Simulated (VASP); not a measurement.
**Cr: single point with PBEsol**

Cr:

```
Cr
1.0
     2.67732    0.00000    0.00000
    -1.33866    2.31863    0.00000
     0.00000    0.00000    4.35040
Cr
2
Direct
  0.66667 0.33333 0.75000
  0.33333 0.66667 0.25000
```

This cell differs from its parent crystal: volume scaled by 0.96.

```
Program             : VASP 6.6.1
Task                : single point
Functional          : PBEsol
Potentials or basis : VASP PAW PBE potentials, release 64 (Cr_pv)
Cutoff              : 520 eV
k mesh              : 11 × 11 × 6
Occupations         : fermi-dirac, width 0.05 eV
Spin                : collinear spin, ferromagnetic start
Starting moments    : [3.0, 3.0] μB
```

The pressure is -28.7 GPa and the net moment is 1.31 μB per cell. The site moments are Cr +0.61 μB and the valence electrons inside the program's atomic spheres are Cr 10.78.

Stress tensor (GPa, compression positive):
```
-30.91   0.00   0.00
  0.00 -30.91   0.00
  0.00   0.00 -24.20
```

Levels at points of the mesh, in eV from the Fermi level:
Spin up:
```csv
k point,band 9,band 10,band 11,band 12,band 13,band 14,band 15,band 16,band 17,band 18
"(0.00, 0.00, 0.00)",-0.58,-0.58,-0.55,-0.19,-0.19,0.29,0.29,0.50,1.61,1.61
"(0.00, 0.00, 0.50)",-1.08,-1.08,-0.64,-0.64,-0.64,-0.64,1.24,1.24,1.24,1.24
```
Spin down:
| k point | band 8 | band 9 | band 10 | band 11 | band 12 | band 13 | band 14 | band 15 |
| --- | --- | --- | --- | --- | --- | --- | --- | --- |
| (0.00, 0.00, 0.00) | -3.28 | -0.08 | -0.03 | -0.03 | 0.37 | 0.37 | 0.73 | 0.89 |
| (0.00, 0.00, 0.50) | -4.97 | -0.66 | -0.66 | -0.09 | -0.09 | -0.09 | -0.09 | 1.86 |

Run time: 54 s on 1 thread of Intel(R) Xeon(R) Platinum 8488C (Sapphire Rapids) (shared host), peak memory 0.17 GiB.

Caveat: the PAW data sets were made with another functional, which shifts forces and pressure a little.
